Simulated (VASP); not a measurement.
Input of a VASP 6.6.1 run:

The input INCAR:

```
PREC     = Accurate       # precision mode
ENCUT    = 600            # plane-wave cutoff, eV
EDIFF    = 1E-6           # SCF threshold, eV
ISMEAR   = 0              # smearing method
SIGMA    = 0.1            # smearing width, eV
LREAL    = F              # projectors in reciprocal space
LASPH    = T              # aspherical terms in the spheres
NELM     = 100            # most SCF steps
ALGO     = Fast           # electronic algorithm
ISIF     = 3              # what is computed and relaxed
LWAVE    = F              # write WAVECAR
LCHARG   = F              # write CHGCAR
GGA      = PE             # functional
IBRION   = 2              # ionic algorithm
NSW      = 60             # ionic steps
EDIFFG   = -0.01          # ionic threshold
```

Contents of KPOINTS:

```
regular mesh
0
Gamma
  14 14 14
```

The input POSCAR:

```
Al4Co
1.0
   -1.3907006263      1.3907006263      9.4362573064
    1.3907006263     -1.3907006263      9.4362573064
    1.3907006263      1.3907006263     -9.4362573064
Al Co
4 1
Direct
    0.8065798692      0.8065798692      0.0000000000
    0.4205365608      0.4205365608      0.0000000000
    0.1934201308      0.1934201308      0.0000000000
    0.5794634392      0.5794634392      0.0000000000
    0.0000000000      0.0000000000      0.0000000000
```

Potentials or basis: VASP PAW PBE potentials, release 64 (Al, Co).

Launch:

```bash
$ cat potpaw_PBE.64/Al/POTCAR potpaw_PBE.64/Co/POTCAR > POTCAR
$ mpirun -np 1 vasp_std > vasp.out
```

Question: Predict the space group after relaxing (to 0.1 Å).

Answer: I4/mmm (No. 139).

Question: Estimate the relaxed volume.

Answer: 14.59 Å³/atom.

Question: Estimate the band gap on the k mesh.

Answer: Zero (an odd number of electrons rules out a gap without spin polarisation).

Final structure:
```
Al Co
1.0
    -1.39056    1.39056    9.43399
     1.39056   -1.39056    9.43399
     1.39056    1.39056   -9.43399
Al Co
4 1
Direct
  0.80658 0.80658 0.00000
  0.42054 0.42054 0.00000
  0.19342 0.19342 0.00000
  0.57946 0.57946 0.00000
  0.00000 0.00000 0.00000
```

Caveat: the run has no spin polarisation, though such a crystal can be magnetic. Spin polarisation is off, so any magnetic state and its effect on volume and gap are missing.
